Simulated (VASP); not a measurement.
# CuI (Fm-3m) in VASP: single point with r2SCAN

Aim: the single point of CuI with r2SCAN.

All numbers are computed with VASP 6.6.1; they aren't measurements. Logs are shortened: lines on timing, memory, paths and dates and some standing lists are left out, and cuts for length are marked.

### Step 1. The cell of the first run

The structure is cubic, space group Fm-3m (No. 225). The conventional cell has a = 5.712 Å, b = 5.712 Å, c = 5.712 Å, α = 90.00°, β = 90.00°, γ = 90.00°. Cu (site symmetry m-3m) has 6 I at 2.86 Å within 3.8 Å. Within 3.8 Å of I (site symmetry m-3m) lie 6 Cu at 2.86 Å.

### Step 2. Single point, r2SCAN

Input file POSCAR:

```
CuI
1.0
    0.0000000000      2.8561103477      2.8561103477
    2.8561103477      0.0000000000      2.8561103477
    2.8561103477      2.8561103477      0.0000000000
Cu I
1 1
Direct
    0.0000000000      0.0000000000      0.0000000000
    0.5000000000      0.5000000000      0.5000000000
```

Input file INCAR.step1:

```
SYSTEM = CuI
  PREC = Accurate
  ENCUT = 520
  ISMEAR = -1
  SIGMA = 0.02
  LREAL = .FALSE.
  LASPH = .TRUE.
  NELM = 80
  NBANDS = 16
  GGA = PE
  ALGO = Normal
  EDIFF = 1E-4
  LWAVE = .TRUE.
  LCHARG = .FALSE.
```

Input file INCAR.step2:

```
SYSTEM = CuI
  PREC = Accurate
  ENCUT = 520
  EDIFF = 1E-6
  ISMEAR = -1
  SIGMA = 0.02
  LREAL = .FALSE.
  LASPH = .TRUE.
  NELM = 80
  ALGO = Normal
  ISIF = 2
  LWAVE = .FALSE.
  LCHARG = .FALSE.
  METAGGA = R2SCAN
  LMIXTAU = .TRUE.
  NBANDS = 16
  ISTART = 1
```

Input file KPOINTS:

```
regular mesh
0
G
  6 6 6
  0 0 0
```

Potentials or basis: VASP PAW PBE potentials, release 64 (Cu, I).

Started as:

```console
> cat potpaw_PBE.64/Cu/POTCAR potpaw_PBE.64/I/POTCAR > POTCAR
> cp INCAR.step1 INCAR
> mpirun -np 1 vasp_std > vasp.out
> cp INCAR.step2 INCAR
> mpirun -np 1 vasp_std > vasp.out
```

OUTCAR:

```text
SYSTEM = CuI
   PREC = Accurate
   ENCUT = 520
   EDIFF = 1E-6
   ISMEAR = -1
   LREAL = .FALSE.
   LASPH = .TRUE.
   NELM = 80
   ISIF = 2
   METAGGA = R2SCAN
   ISTART = 1

 ion  position               nearest neighbor table
   1  0.000  0.000  0.000-   2 2.86   2 2.86   2 2.86   2 2.86   2 2.86   2 2.86
   2  0.500  0.500  0.500-   1 2.86   1 2.86   1 2.86   1 2.86   1 2.86   1 2.86

  LATTYP: Found a face centered cubic cell.
 ALAT       =     5.7122206954

  Lattice vectors:

 A1 = (   0.0000000000,   2.8561103477,   2.8561103477)
 A2 = (   2.8561103477,   0.0000000000,   2.8561103477)
 A3 = (   2.8561103477,   2.8561103477,   0.0000000000)

Analysis of symmetry for initial positions (statically):
=====================================================================
 Subroutine PRICEL returns:
 Original cell was already a primitive cell.

 Routine SETGRP: Setting up the symmetry group for a
 face centered cubic supercell.

 Subroutine GETGRP returns: Found 48 space group operations
 (whereof 48 operations were pure point group operations)
 out of a pool of 48 trial point group operations.

The static configuration has the point symmetry O_h .

Analysis of symmetry for dynamics (positions and initial velocities):
=====================================================================
 Subroutine PRICEL returns:
 Original cell was already a primitive cell.

 Routine SETGRP: Setting up the symmetry group for a
 face centered cubic supercell.

 Subroutine GETGRP returns: Found 48 space group operations
 (whereof 48 operations were pure point group operations)
 out of a pool of 48 trial point group operations.

The dynamic configuration has the point symmetry O_h .

 Subroutine INISYM returns: Found 48 space group operations
 (whereof 48 operations are pure point group operations),
 and found     1 'primitive' translations

----------------------------------------------------------------------------------------

                                     Primitive cell

  volume of cell :      46.5967

  direct lattice vectors                    reciprocal lattice vectors
     0.000000000  2.856110348  2.856110348    -0.175063264  0.175063264  0.175063264
     2.856110348  0.000000000  2.856110348     0.175063264 -0.175063264  0.175063264
     2.856110348  2.856110348  0.000000000     0.175063264  0.175063264 -0.175063264

  length of vectors
     4.039149989  4.039149989  4.039149989     0.303218468  0.303218468  0.303218468

  position of ions in fractional coordinates (direct lattice)
     0.000000000  0.000000000  0.000000000
     0.500000000  0.500000000  0.500000000

  ion indices of the primitive-cell ions
   primitive index   ion index
                 1           1
                 2           2

----------------------------------------------------------------------------------------

 KPOINTS: regular mesh

Automatic generation of k-mesh.
 Grid dimensions read from file:
 generate k-points for:    6    6    6

 Generating k-lattice:

  Cartesian coordinates                     Fractional coordinates (reciprocal lattice)
    -0.029177211  0.029177211  0.029177211     0.166666667  0.000000000  0.000000000
     0.029177211 -0.029177211  0.029177211     0.000000000  0.166666667  0.000000000
     0.029177211  0.029177211 -0.029177211     0.000000000  0.000000000  0.166666667

  Length of vectors
     0.050536411  0.050536411  0.050536411

  Shift w.r.t. Gamma in fractional coordinates (k-lattice)
     0.000000000  0.000000000  0.000000000

 Subroutine IBZKPT returns following result:
 ===========================================

 Found     16 irreducible k-points:

 Following reciprocal coordinates:
            Coordinates               Weight
  0.000000  0.000000  0.000000      1.000000
  0.166667  0.000000  0.000000      8.000000
  0.333333  0.000000  0.000000      8.000000
  0.500000  0.000000  0.000000      4.000000
  0.166667  0.166667  0.000000      6.000000
  0.333333  0.166667  0.000000     24.000000
[... 8 lines left out ...]
 -0.333333  0.333333  0.166667     24.000000
 -0.333333  0.500000  0.166667     12.000000
   k-points           NKPTS =     16   k-points in BZ     NKDIM =     16   number of bands    NBANDS=     16
   number of dos      NEDOS =    301   number of ions     NIONS =      2
   total plane-waves  NPLWV =  27000
   dimension x,y,z NGX =    30 NGY =   30 NGZ =   30
   dimension x,y,z NGXF=    60 NGYF=   60 NGZF=   60
   ions per type =               1   1
   NGX,Y,Z   is equivalent  to a cutoff of  12.35, 12.35, 12.35 a.u.
   NGXF,Y,Z  is equivalent  to a cutoff of  24.70, 24.70, 24.70 a.u.
 SYSTEM =  CuI
   PREC   = accura    normal or accurate (medium, high low for compatibility)
   ISTART =      1    job   : 0-new  1-cont  2-samecut
   ICHARG =      0    charge: 1-file 2-atom 10-const
   ISPIN  =      1    spin polarized calculation?
   LNONCOLLINEAR =      F non collinear calculations
   LSORBIT =      F    spin-orbit coupling
   LASPH  =      T    aspherical Exc in radial PAW
   ENCUT  =  520.0 eV  38.22 Ry    6.18 a.u.   7.51  7.51  7.51*2*pi/ulx,y,z
   NELM   =     80;   NELMIN=  2; NELMDL=  0     # of ELM steps
   EDIFF  = 0.1E-05   stopping-criterion for ELM
   LREAL  =      F    real-space projection
   EDIFFG = 0.1E-04   stopping-criterion for IOM
   NSW    =      0    number of steps for IOM
   IBRION =     -1    ionic relax: 0-MD 1-quasi-New 2-CG
   NFREE  =      0    steps in history (QN), initial steepest desc. (CG)
   ISIF   =      2    stress and relaxation
   ISYM   =      2    0-nonsym 1-usesym 2-fastsym
   POTIM  = 0.5000    time-step for ionic-motion
   TEBEG  =    0.0;   TEEND  =   0.0 temperature during run
   PSTRESS=    0.0 pullay stress
   NELECT =      18.0000    total number of electrons
   NUPDOWN=      -1.0000    fix difference up-down
   EMIN   =  10.00;   EMAX   =-10.00  energy-range for DOS
   EFERMI =   0.00;   METHOD = LEGACY
   ISMEAR =    -1;   SIGMA  =   0.02  broadening in eV -4-tet -1-fermi 0-gaus
   EFERMI_NEDOS =   21; number of points for ismear=-14 and -15
   IALGO  =     38    algorithm
   IMIX   =      4    mixing-type and parameters
     AMIX     =   0.40;   BMIX     =  1.00
     AMIX_MAG =   1.60;   BMIX_MAG =  1.00
  volume/ion in A,a.u.               =      23.30       157.22
  Fermi-wavevector in a.u.,A,eV,Ry     =   1.192287  2.253095 19.341328  1.421547
  Thomas-Fermi vector in A             =   2.328328
   LORBIT       =      0    0 simple, 1 ext, 2 COOP (PROOUT), +10 PAW based schemes
   METAGGA = R2SCAN    functional components
   LHFCALC =     F    Hartree Fock is set to
   AEXX    =    0.0000 exact exchange contribution
   IVDW    =     0    specifies the selected vdW correction
   LEPSILON=     F    determine dielectric tensor
   LRPA    =     F    only Hartree local field effects (RPA)
 non-spin polarized calculation
  energy-cutoff  :      520.00
  volume of cell :       46.60
 maximum number of plane-waves:      1278
   NGX = 15   NGY = 15   NGZ = 15

 number of electron      18.0000008 magnetization

 Free energy of the ion-electron system (eV)
  ---------------------------------------------------
  ext. energy  EPLUGINS =         0.00000000
  ---------------------------------------------------
  free energy    TOTEN  =       -35.33804833 eV

  energy without entropy =      -35.33697418  energy(sigma->0) =      -35.33751125

 E-fermi :   6.1524     XC(G=0): -10.5285

 val. band max:        6.1413580923   @ k =   0.5000   0.0000   0.0000
 cond. band min:       7.1810757167   @ k =   0.5000   0.3333   0.0000
 fundamental gap:      1.0397176244
 Fermi energy:         6.1523870573

 k-point     1 :       0.0000    0.0000    0.0000
  band No.  band energies     occupation
      1      -8.6838      2.00000
      2       4.1723      2.00000
      3       4.1723      2.00000
      4       4.1795      2.00000
      5       4.1795      2.00000
      6       4.1795      2.00000
[... 8 lines left out ...]
     15      15.5243      0.00000
     16      15.5243      0.00000

 k-point     2 :       0.1667    0.0000    0.0000
  band No.  band energies     occupation
      1      -8.4719      2.00000
      2       2.4491      2.00000
      3       3.3030      2.00000
      4       3.3030      2.00000
      5       4.2590      2.00000
      6       4.2591      2.00000
[... 8 lines left out ...]
     15      14.8302      0.00000
     16      15.0813      0.00000

 k-point     3 :       0.3333    0.0000    0.0000
  band No.  band energies     occupation
      1      -7.9766      2.00000
      2       0.3983      2.00000
      3       2.6868      2.00000
      4       2.6869      2.00000
      5       4.3704      2.00000
      6       4.3705      2.00000
[... 8 lines left out ...]
     15      16.4521      0.00000
     16      16.4521      0.00000

 k-point     4 :       0.5000    0.0000    0.0000
  band No.  band energies     occupation
      1      -7.6767      2.00000
      2      -0.4713      2.00000
      3       2.4668      2.00000
      4       2.4668      2.00000
      5       4.4280      2.00000
      6       4.4281      2.00000
[... 8 lines left out ...]
     15      18.4173      0.00000
     16      18.4173      0.00000
[... 172 lines left out ...]
 k-point    14 :       0.5000    0.3333    0.1667
  band No.  band energies     occupation
      1      -7.6649      2.00000
      2       0.5430      2.00000
      3       2.0446      2.00000
      4       2.3690      2.00000
      5       4.3170      2.00000
      6       4.4217      2.00000
[... 8 lines left out ...]
     15      18.9441      0.00000
     16      19.2329      0.00000

 k-point    15 :      -0.3333    0.3333    0.1667
  band No.  band energies     occupation
      1      -7.4726      2.00000
      2       0.4208      2.00000
      3       1.5387      2.00000
      4       2.1620      2.00000
      5       4.4052      2.00000
      6       4.4137      2.00000
[... 8 lines left out ...]
     15      17.5363      0.00000
     16      20.0004      0.00000

 k-point    16 :      -0.3333    0.5000    0.1667
  band No.  band energies     occupation
      1      -7.4098      2.00000
      2       0.7883      2.00000
      3       1.7166      2.00000
      4       1.7537      2.00000
      5       4.3324      2.00000
      6       4.4959      2.00000
[... 8 lines left out ...]
     15      19.1965      0.00000
     16      20.2761      0.00000

------------------------ aborting loop because EDIFF is reached ----------------------------------------

  FORCE on cell =-STRESS in cart. coord.  units (eV):
  Direction    XX          YY          ZZ          XY          YZ          ZX
  --------------------------------------------------------------------------------------
  -------------------------------------------------------------------------------------
  Total       -0.0334383     -0.0334383     -0.0334383      0.0000000      0.0000000     -0.0000000
  in kB       -1.1497421     -1.1497421     -1.1497421      0.0000000      0.0000000     -0.0000000
  external PRESSURE =      -1.1497421 kB  Pullay stress =       0.0000000 kB

 VOLUME and BASIS-vectors are now :
 -----------------------------------------------------------------------------
  energy-cutoff  :      520.00
  volume of cell :       46.60
      direct lattice vectors                 reciprocal lattice vectors
     0.000000000  2.856110348  2.856110348    -0.175063264  0.175063264  0.175063264
     2.856110348  0.000000000  2.856110348     0.175063264 -0.175063264  0.175063264
     2.856110348  2.856110348  0.000000000     0.175063264  0.175063264 -0.175063264

 POSITION                                       TOTAL-FORCE (eV/Angst)
 -----------------------------------------------------------------------------------
      0.00000      0.00000      0.00000        -0.000000     -0.000000      0.000000
      2.85611      2.85611      2.85611         0.000000      0.000000     -0.000000
 -----------------------------------------------------------------------------------
    total drift:                               -0.000000      0.000000      0.000000

  FREE ENERGIE OF THE ION-ELECTRON SYSTEM (eV)
  ---------------------------------------------------
  free  energy   TOTEN  =       -35.3380483272 eV

  energy  without entropy=      -35.3369741810  energy(sigma->0) =      -35.33751125
```

Run time: 28 s. Hardware: 1 thread of Intel Xeon 6975P-C (Granite Rapids), shared host; peak memory 0.17 GiB.

Results:

```
Free energy            : -35.3380 eV
Pressure               : -0.1 GPa
Band gap on the k mesh : zero (band 9 reaches 6.14 eV, above the bottom of band 10 at 6.04 eV)
```

Levels at points of the mesh, in eV from the Fermi level:
| k point | band 5 | band 6 | band 7 | band 8 | band 9 | band 10 | band 11 | band 12 | band 13 | band 14 |
| --- | --- | --- | --- | --- | --- | --- | --- | --- | --- | --- |
| (0.00, 0.00, 0.00) | -1.97 | -1.97 | -1.94 | -1.94 | -1.94 | 1.55 | 7.73 | 7.73 | 7.73 | 9.37 |
| (0.50, 0.00, 0.00) | -1.72 | -1.72 | -1.62 | -0.01 | -0.01 | 3.26 | 4.79 | 4.79 | 6.22 | 11.45 |
| (0.50, 0.50, 0.00) | -2.20 | -1.86 | -1.65 | -1.65 | -1.52 | -0.12 | 4.72 | 10.82 | 10.82 | 11.24 |

Caveat: the PAW data sets were made with another functional, which shifts forces and pressure a little; spin-orbit coupling is left out, which moves the levels of the heavy elements; semilocal functionals often make such compounds metallic where correlation or magnetic order opens a gap, which also shifts bond lengths.
